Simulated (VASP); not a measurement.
# Ta4Ag (Pm-3m) in VASP: density of states with PBE

Aim: the density of states of Ta4Ag with PBE.

Everything below comes from runs of VASP 6.6.1. Logs are shortened: lines on timing, memory, paths and dates and some standing lists are left out, and cuts for length are marked.

**1. The cell of the first run**

The structure is cubic, space group Pm-3m (No. 221). The conventional cell has a = 4.835 Å, b = 4.835 Å, c = 4.835 Å, α = 90.00°, β = 90.00°, γ = 90.00°. Ta (site symmetry 4/mmm) has 2 Ag at 2.42 Å within 3.2 Å. Within 4.5 Å of Ta (site symmetry m-3m) lie 12 Ta at 3.42 Å and 8 Ag at 4.19 Å. Within 3.2 Å of Ag (site symmetry m-3m) lie 6 Ta at 2.42 Å.

**2. Density of states, PBE**

Contents of POSCAR:

```
Ta4Ag
1.0
    4.8345470812      0.0000000000      0.0000000000
    0.0000000000      4.8345470812      0.0000000000
    0.0000000000      0.0000000000      4.8345470812
Ta Ag
4 1
Direct
    0.0000000000      0.5000000000      0.5000000000
    0.5000000000      0.0000000000      0.5000000000
    0.5000000000      0.5000000000      0.0000000000
    0.0000000000      0.0000000000      0.0000000000
    0.5000000000      0.5000000000      0.5000000000
```

Contents of INCAR.step1:

```
  PREC = Accurate
  ENCUT = 520
  EDIFF = 1E-6
  ISMEAR = 0
  SIGMA = 0.1
  LREAL = F
  LASPH = T
  NELM = 100
  ALGO = Normal
  ISIF = 2
  LWAVE = F
  LCHARG = T
  LMAXMIX = 4
  GGA = PE
  NBANDS = 36
```

Contents of KPOINTS.step1:

```
regular mesh
0
Gamma
  8 8 8
```

Contents of INCAR.step2:

```
  PREC = Accurate
  ENCUT = 520
  EDIFF = 1E-6
  ISMEAR = -5
  SIGMA = 0.1
  LREAL = F
  LASPH = T
  NELM = 100
  ALGO = Normal
  ISIF = 2
  LWAVE = F
  LCHARG = F
  LMAXMIX = 4
  GGA = PE
  LORBIT = 10
  NEDOS = 2001
  ICHARG = 11
```

Contents of KPOINTS.step2:

```
regular mesh
0
Gamma
  12 12 12
```

Potentials or basis: VASP PAW PBE potentials, release 64 (Ta_pv, Ag).

The run is started by

```sh
cat potpaw_PBE.64/Ta_pv/POTCAR potpaw_PBE.64/Ag/POTCAR > POTCAR
cp INCAR.step1 INCAR
cp KPOINTS.step1 KPOINTS
mpirun -np 1 vasp_std > vasp.out
cp INCAR.step2 INCAR
cp KPOINTS.step2 KPOINTS
mpirun -np 1 vasp_std > vasp.out
```

OUTCAR:

```text
PREC = Accurate
   ENCUT = 520
   EDIFF = 1E-6
   ISMEAR = -5
   LREAL = F
   LASPH = T
   NELM = 100
   ISIF = 2
   GGA = PE
   LORBIT = 10
   ICHARG = 11

 ion  position               nearest neighbor table
   1  0.000  0.500  0.500-   5 2.42   5 2.42   4 3.42   2 3.42   3 3.42   4 3.42   2 3.42   4 3.42
                             4 3.42   2 3.42   3 3.42   3 3.42   3 3.42   2 3.42
   2  0.500  0.000  0.500-   5 2.42   5 2.42   4 3.42   1 3.42   3 3.42   4 3.42   1 3.42   3 3.42
                             3 3.42   3 3.42   1 3.42   4 3.42   4 3.42   1 3.42
   3  0.500  0.500  0.000-   5 2.42   5 2.42   4 3.42   1 3.42   1 3.42   2 3.42   2 3.42   2 3.42
                             4 3.42   2 3.42   1 3.42   4 3.42   1 3.42   4 3.42
   4  0.000  0.000  0.000-   1 3.42   2 3.42   3 3.42   1 3.42   2 3.42   1 3.42   3 3.42   1 3.42
                             2 3.42   3 3.42   2 3.42   3 3.42
   5  0.500  0.500  0.500-   1 2.42   2 2.42   3 2.42   3 2.42   2 2.42   1 2.42

  LATTYP: Found a simple cubic cell.
 ALAT       =     4.8345470812

  Lattice vectors:

 A1 = (   4.8345470812,   0.0000000000,   0.0000000000)
 A2 = (   0.0000000000,   4.8345470812,   0.0000000000)
 A3 = (   0.0000000000,   0.0000000000,   4.8345470812)

Analysis of symmetry for initial positions (statically):
=====================================================================
 Subroutine PRICEL returns:
 Original cell was already a primitive cell.

 Routine SETGRP: Setting up the symmetry group for a
 simple cubic supercell.

 Subroutine GETGRP returns: Found 48 space group operations
 (whereof 48 operations were pure point group operations)
 out of a pool of 48 trial point group operations.

The static configuration has the point symmetry O_h .

Analysis of symmetry for dynamics (positions and initial velocities):
=====================================================================
 Subroutine PRICEL returns:
 Original cell was already a primitive cell.

 Routine SETGRP: Setting up the symmetry group for a
 simple cubic supercell.

 Subroutine GETGRP returns: Found 48 space group operations
 (whereof 48 operations were pure point group operations)
 out of a pool of 48 trial point group operations.

The dynamic configuration has the point symmetry O_h .

 Subroutine INISYM returns: Found 48 space group operations
 (whereof 48 operations are pure point group operations),
 and found     1 'primitive' translations

----------------------------------------------------------------------------------------

                                     Primitive cell

  volume of cell :     112.9971

  direct lattice vectors                    reciprocal lattice vectors
     4.834547081  0.000000000  0.000000000     0.206844609  0.000000000  0.000000000
     0.000000000  4.834547081  0.000000000     0.000000000  0.206844609  0.000000000
     0.000000000  0.000000000  4.834547081     0.000000000  0.000000000  0.206844609

  length of vectors
     4.834547081  4.834547081  4.834547081     0.206844609  0.206844609  0.206844609

  position of ions in fractional coordinates (direct lattice)
     0.000000000  0.500000000  0.500000000
     0.500000000  0.000000000  0.500000000
     0.500000000  0.500000000  0.000000000
     0.000000000  0.000000000  0.000000000
     0.500000000  0.500000000  0.500000000

  ion indices of the primitive-cell ions
   primitive index   ion index
                 1           1
                 2           2
                 3           3
                 4           4
                 5           5

----------------------------------------------------------------------------------------

 KPOINTS: regular mesh

Automatic generation of k-mesh.
 Grid dimensions read from file:
 generate k-points for:   12   12   12

 Generating k-lattice:

  Cartesian coordinates                     Fractional coordinates (reciprocal lattice)
     0.017237051  0.000000000  0.000000000     0.083333333  0.000000000  0.000000000
     0.000000000  0.017237051  0.000000000     0.000000000  0.083333333  0.000000000
     0.000000000  0.000000000  0.017237051     0.000000000  0.000000000  0.083333333

  Length of vectors
     0.017237051  0.017237051  0.017237051

  Shift w.r.t. Gamma in fractional coordinates (k-lattice)
     0.000000000  0.000000000  0.000000000

 TETIRR: Found    854 inequivalent tetrahedra from    10368

 Subroutine IBZKPT returns following result:
 ===========================================

 Found     84 irreducible k-points:

 Following reciprocal coordinates:
            Coordinates               Weight
  0.000000  0.000000  0.000000      1.000000
  0.083333  0.000000  0.000000      6.000000
  0.166667  0.000000  0.000000      6.000000
  0.250000  0.000000  0.000000      6.000000
  0.333333  0.000000  0.000000      6.000000
  0.416667  0.000000  0.000000      6.000000
[... 16 lines left out ...]
  0.333333  0.333333  0.000000     12.000000
  0.416667  0.333333  0.000000     24.000000
 [... further k-points ...]
   k-points           NKPTS =     84   k-points in BZ     NKDIM =     84   number of bands    NBANDS=     33
   number of dos      NEDOS =   2001   number of ions     NIONS =      5
   total plane-waves  NPLWV =  46656
   dimension x,y,z NGX =    36 NGY =   36 NGZ =   36
   dimension x,y,z NGXF=    72 NGYF=   72 NGZF=   72
   ions per type =               4   1
   NGX,Y,Z   is equivalent  to a cutoff of  12.38, 12.38, 12.38 a.u.
   NGXF,Y,Z  is equivalent  to a cutoff of  24.76, 24.76, 24.76 a.u.
 SYSTEM =  unknown system
   PREC   = accura    normal or accurate (medium, high low for compatibility)
   ISTART =      0    job   : 0-new  1-cont  2-samecut
   ICHARG =     11    charge: 1-file 2-atom 10-const
   ISPIN  =      1    spin polarized calculation?
   LNONCOLLINEAR =      F non collinear calculations
   LSORBIT =      F    spin-orbit coupling
   LASPH  =      T    aspherical Exc in radial PAW
   ENCUT  =  520.0 eV  38.22 Ry    6.18 a.u.   8.99  8.99  8.99*2*pi/ulx,y,z
   NELM   =    100;   NELMIN=  2; NELMDL=  0     # of ELM steps
   EDIFF  = 0.1E-05   stopping-criterion for ELM
   LREAL  =      F    real-space projection
   EDIFFG = 0.1E-04   stopping-criterion for IOM
   NSW    =      0    number of steps for IOM
   IBRION =     -1    ionic relax: 0-MD 1-quasi-New 2-CG
   NFREE  =      0    steps in history (QN), initial steepest desc. (CG)
   ISIF   =      2    stress and relaxation
   ISYM   =      2    0-nonsym 1-usesym 2-fastsym
   POTIM  = 0.5000    time-step for ionic-motion
   TEBEG  =    0.0;   TEEND  =   0.0 temperature during run
   PSTRESS=    0.0 pullay stress
   NELECT =      55.0000    total number of electrons
   NUPDOWN=      -1.0000    fix difference up-down
   EMIN   =  10.00;   EMAX   =-10.00  energy-range for DOS
   EFERMI =   0.00;   METHOD = LEGACY
   ISMEAR =    -5;   SIGMA  =   0.10  broadening in eV -4-tet -1-fermi 0-gaus
   EFERMI_NEDOS =   21; number of points for ismear=-14 and -15
   IALGO  =     38    algorithm
   IMIX   =      4    mixing-type and parameters
     AMIX     =   0.40;   BMIX     =  1.00
     AMIX_MAG =   1.60;   BMIX_MAG =  1.00
  volume/ion in A,a.u.               =      22.60       152.51
  Fermi-wavevector in a.u.,A,eV,Ry     =   1.287775  2.433542 22.563412  1.658364
  Thomas-Fermi vector in A             =   2.419769
   LORBIT       =     10    0 simple, 1 ext, 2 COOP (PROOUT), +10 PAW based schemes
   GGA     = PE    functional components
   LHFCALC =     F    Hartree Fock is set to
   AEXX    =    0.0000 exact exchange contribution
   IVDW    =     0    specifies the selected vdW correction
   LEPSILON=     F    determine dielectric tensor
   LRPA    =     F    only Hartree local field effects (RPA)
 non-spin polarized calculation
 Fermi weights with tetrahedron method with Bloechl corrections
  energy-cutoff  :      520.00
  volume of cell :      113.00
 maximum number of plane-waves:      3112
 NGX is ok and might be reduce to    36

 number of electron      54.9999984 magnetization

 Free energy of the ion-electron system (eV)
  ---------------------------------------------------
  ext. energy  EPLUGINS =         0.00000000
  ---------------------------------------------------
  free energy    TOTEN  =       -39.81830747 eV

  energy without entropy =      -39.81830747  energy(sigma->0) =      -39.81830747

 E-fermi :   4.6239     XC(G=0): -11.2824

 val. band max:        4.6791431798   @ k =   0.1667   0.0000   0.0000
 cond. band min:       4.6124385411   @ k =   0.4167   0.3333   0.0000
 fundamental gap:     -0.0667046387
 Fermi energy:         4.6238646853

 k-point     1 :       0.0000    0.0000    0.0000
  band No.  band energies     occupation
      1     -30.5490      2.00000
      2     -30.5490      2.00000
      3     -30.5490      2.00000
      4     -30.3670      2.00000
      5     -30.3670      2.00000
      6     -30.3670      2.00000
[... 25 lines left out ...]
     32       7.0371      0.00000
     33       7.9278      0.00000

 k-point     2 :       0.0833    0.0000    0.0000
  band No.  band energies     occupation
      1     -30.5504      2.00000
      2     -30.5478      2.00000
      3     -30.5478      2.00000
      4     -30.3665      2.00000
      5     -30.3665      2.00000
      6     -30.3662      2.00000
[... 25 lines left out ...]
     32       7.0472      0.00000
     33       7.8843      0.00000
[... 754 lines left out ...]
     32       5.8775      0.00000
     33       6.1650      0.00000

 k-point    24 :       0.4167    0.3333    0.0000
  band No.  band energies     occupation
      1     -30.6234      2.00000
      2     -30.5223      2.00000
      3     -30.5157      2.00000
      4     -30.3726      2.00000
      5     -30.3644      2.00000
      6     -30.3412      2.00000
[... 25 lines left out ...]
     32       5.9055      0.00000
     33       6.0421      0.00000

 [... further k-points ...]
[... 5 lines left out ...]
  --------------------------------------------------------------------------------------
  -------------------------------------------------------------------------------------
  Total       -0.2244351     -0.2244351     -0.2244351     -0.0000000     -0.0000000      0.0000000
  in kB       -3.1822482     -3.1822482     -3.1822482     -0.0000000     -0.0000000      0.0000000
  external PRESSURE =      -3.1822482 kB  Pullay stress =       0.0000000 kB

 VOLUME and BASIS-vectors are now :
 -----------------------------------------------------------------------------
  energy-cutoff  :      520.00
  volume of cell :      113.00
      direct lattice vectors                 reciprocal lattice vectors
     4.834547081  0.000000000  0.000000000     0.206844609  0.000000000  0.000000000
     0.000000000  4.834547081  0.000000000     0.000000000  0.206844609  0.000000000
     0.000000000  0.000000000  4.834547081     0.000000000  0.000000000  0.206844609

 POSITION                                       TOTAL-FORCE (eV/Angst)
 -----------------------------------------------------------------------------------
      0.00000      2.41727      2.41727         0.000000      0.000000      0.000000
      2.41727      0.00000      2.41727         0.000000      0.000000      0.000000
      2.41727      2.41727      0.00000         0.000000      0.000000      0.000000
      0.00000      0.00000      0.00000         0.000000      0.000000      0.000000
      2.41727      2.41727      2.41727         0.000000      0.000000      0.000000
 -----------------------------------------------------------------------------------
    total drift:                                0.000000      0.000000      0.000000

  FREE ENERGIE OF THE ION-ELECTRON SYSTEM (eV)
  ---------------------------------------------------
  free  energy   TOTEN  =       -39.8183074732 eV

  energy  without entropy=      -39.8183074732  energy(sigma->0) =      -39.81830747

 total charge

# of ion       s       p       d       tot
------------------------------------------
    1        0.329   6.135   2.176   8.641
    2        0.329   6.135   2.176   8.641
    3        0.329   6.135   2.176   8.641
    4        0.305   6.077   1.987   8.369
    5        0.833   0.908   9.063  10.804
--------------------------------------------------
tot          2.126  25.390  17.579  45.095
```

Wall time 2.7 min (1 thread of Intel Xeon 6975P-C (Granite Rapids), shared host); peak memory 0.39 GiB.

What came out:

```
Valence electrons inside the program's atomic spheres : Ta 8.64, 8.37; Ag 10.80
```

Levels at points of the mesh, in eV from the Fermi level:
| k point | band 23 | band 24 | band 25 | band 26 | band 27 | band 28 | band 29 | band 30 | band 31 | band 32 |
| --- | --- | --- | --- | --- | --- | --- | --- | --- | --- | --- |
| (0.00, 0.00, 0.00) | -1.20 | -1.20 | 0.58 | 0.58 | 0.58 | 0.92 | 0.92 | 0.92 | 2.41 | 2.41 |
| (0.50, 0.00, 0.00) | -1.50 | -0.96 | -0.94 | -0.29 | -0.29 | 0.30 | 0.60 | 0.93 | 1.09 | 1.17 |
| (0.50, 0.50, 0.00) | -0.92 | -0.92 | -0.86 | -0.83 | -0.35 | -0.25 | -0.25 | 0.33 | 0.33 | 1.20 |
| (0.50, 0.50, 0.50) | -0.57 | -0.57 | -0.57 | -0.12 | -0.12 | -0.12 | 0.21 | 0.21 | 0.21 | 0.32 |

Caveat: spin-orbit coupling is left out, which moves the levels of the heavy elements; tetrahedron occupations give inexact forces and stress in metals.
